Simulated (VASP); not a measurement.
Runs of VASP 6.6.1 on Li. The structure is that of space group P6_3/mmc (No. 194), or close to it. The cells are those of the table. 

| task | cell | k mesh | cutoff (eV) | smearing | gap on the mesh (eV) | pressure (GPa) | relaxed volume (Å³/atom) |
| --- | --- | --- | --- | --- | --- | --- | --- |
| relaxation of cell and atoms | relaxed from a = 2.953, b = 2.953, c = 4.844 Å, angles 90.0, 90.0, 120.0°, 2 atoms | 18 × 18 × 10 | 600 | fermi-dirac 0.15 eV | none | 0.0 | 18.18 |
| single point | a = 2.953, b = 2.953, c = 4.844 Å, angles 90.0, 90.0, 120.0°, 2 atoms | 18 × 18 × 10 | 520 | gaussian 0.1 eV | none | - | - |
| electric field gradients | a = 2.955, b = 2.955, c = 4.847 Å, angles 90.0, 90.0, 120.0°, 2 atoms | 18 × 18 × 10 | 520 | fermi-dirac 0.15 eV | none | - | - |
| relaxation of cell and atoms | relaxed from a = 2.953, b = 2.953, c = 4.844 Å, angles 90.0, 90.0, 120.0°, 2 atoms | 18 × 18 × 10 | 600 | gaussian 0.1 eV | none | 0.0 | 18.12 |
| single point | a = 2.955, b = 2.955, c = 4.847 Å, angles 90.0, 90.0, 120.0°, 2 atoms | 18 × 18 × 10 | 520 | fermi-dirac 0.15 eV | none | - | - |
| single point | a = 2.953, b = 2.953, c = 4.844 Å, angles 90.0, 90.0, 120.0°, 2 atoms | 15 × 15 × 8 | 520 | gaussian 0.1 eV | none | - | - |
| relaxation of cell and atoms | relaxed from a = 3.111, b = 3.111, c = 5.093 Å, angles 90.0, 90.0, 120.0°, 2 atoms | 15 × 15 × 8 | 600 | gaussian 0.1 eV | none | 0.0 | (a) |

Alike in all rows: level PBE+D3(BJ); potentials or basis VASP PAW PBE potentials, release 64 (Li_sv); no spin polarisation.

Question: Fill in the values left out.

Answer: (a) 18.02.

Caveats: the cutoff is under 1.25 times the usual one of these potentials, so pressure, stress and relaxed cells hold a basis-set (Pulay) error; pairwise dispersion overbinds metals, which lowers pressure and volume; the volume moved by over 15 % at a fixed basis, so the end points are rough (some runs); the volume moved by -16 % from the deposited cell, more than functionals usually miss (some runs).

A gap of «none» marks levels without a gap at the run's occupations.
